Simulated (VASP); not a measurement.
A run of VASP 6.6.1:

INCAR

```
SYSTEM = I
  ALGO = Normal
  EDIFF = 1E-7
  EDIFFG = -0.03
  ENCUT = 600
  GGA = PE
  IBRION = 2
  ISIF = 3
  ISMEAR = -1
  LASPH = .True.
  LCHARG = .False.
  LREAL = .False.
  LWAVE = .False.
  NELM = 100
  NSW = 50
  PREC = Accurate
  PSTRESS = 50.0
  SIGMA = 0.02
```

The input KPOINTS:

```
k-points
0
Gamma
  5 5 5
  0 0 0
```

The input POSCAR:

```
I
1.0
    0.0000000000      3.4950000000      3.4950000000
    3.4950000000      0.0000000000      3.4950000000
    3.4950000000      3.4950000000      0.0000000000
I
2
Direct
    0.0000000000      0.0000000000      0.0000000000
    0.2500000000      0.2500000000      0.2500000000
```

Potentials or basis: VASP PAW PBE potentials, release 64 (I).

Command:

```console
$ cat potpaw_PBE.64/I/POTCAR > POTCAR
$ mpirun -np 1 vasp_std > vasp.out
```

Hardware: 1 thread of AMD EPYC 7R13, on a shared host.

How long does it take, and how much memory?

Run time: 59 s on 1 thread of AMD EPYC 7R13, with other jobs on the host, peak memory 0.2 GiB. Counts: scf iterations 43, k points 10, ion steps 3.
